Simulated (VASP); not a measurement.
Runs of VASP 6.6.1 on K3H. The structure is that of space group P6/mmm (No. 191), or close to it. The cells are those of the table. 

```tsv
task	cell	k mesh	cutoff (eV)	gap on the mesh (eV)	pressure (GPa)	relaxed volume (Å³/atom)
relaxation of cell and atoms	relaxed from a = 8.005, b = 8.005, c = 4.712 Å, angles 90.0, 90.0, 120.0°, 4 atoms	6 × 6 × 10	600	none	0.0	68.59
single point	a = 8.196, b = 8.196, c = 4.723 Å, angles 90.0, 90.0, 120.0°, 4 atoms	6 × 6 × 10	520	none	0.0	-
single point	a = 8.005, b = 8.005, c = 4.712 Å, angles 90.0, 90.0, 120.0°, 4 atoms	6 × 6 × 4	520	none	(a)	-
single point	a = 5.142, b = 5.142, c = 4.522 Å, angles 90.0, 90.0, 120.0°, 4 atoms	6 × 6 × 4	520	none	13.0	-
relaxation of cell and atoms	relaxed from a = 5.142, b = 5.142, c = 4.522 Å, angles 90.0, 90.0, 120.0°, 4 atoms	6 × 6 × 4	600	none	0.0	64.03
```

Alike in all rows: level PBE; potentials or basis VASP PAW PBE potentials, release 64 (K_sv, H); no spin polarisation; smearing gaussian 0.1 eV.

Q: Estimate the missing entries.

A: (a) 0.1.

Caveats: the volume moved by over 15 % at a fixed basis, so the end points are rough (some runs).

A gap of «none» marks levels without a gap at the run's occupations.
